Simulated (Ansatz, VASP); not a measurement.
## ZnBi3 in VASP and in Ansatz

```
CELL_PARAMETERS angstrom
4.77205 0.00000 0.00000
0.00000 4.77205 0.00000
0.00000 0.00000 4.77205
ATOMIC_POSITIONS crystal
Zn 0.00000 0.00000 0.00000
Bi 0.00000 0.50000 0.50000
Bi 0.50000 0.00000 0.50000
Bi 0.50000 0.50000 0.00000
```

Alike in both runs: task single point; functional PBEsol; k mesh 10 × 10 × 10; occupations gaussian, width 0.1 eV; no spin polarisation.

|  | VASP | Ansatz |
| --- | --- | --- |
| version | VASP 6.6.1 | Ansatz 0.2.0 |
| potentials or method | VASP PAW PBE potentials, release 64 (Zn, Bi_d), cutoff 520 eV | scalar-relativistic, plane waves, PAW |
| valence electrons in the cell | 57 | 57 |

```tsv
	VASP	Ansatz	Ansatz less VASP
gap on the k mesh at the Fermi level (eV)	none	none	-
pressure (GPa)	0.5	0.6	+0.04
```

VASP's potentials were made for PBE, not for PBEsol. A gap of «none» marks a metal or a gap that the smearing closes.

Spin-orbit coupling is off throughout.
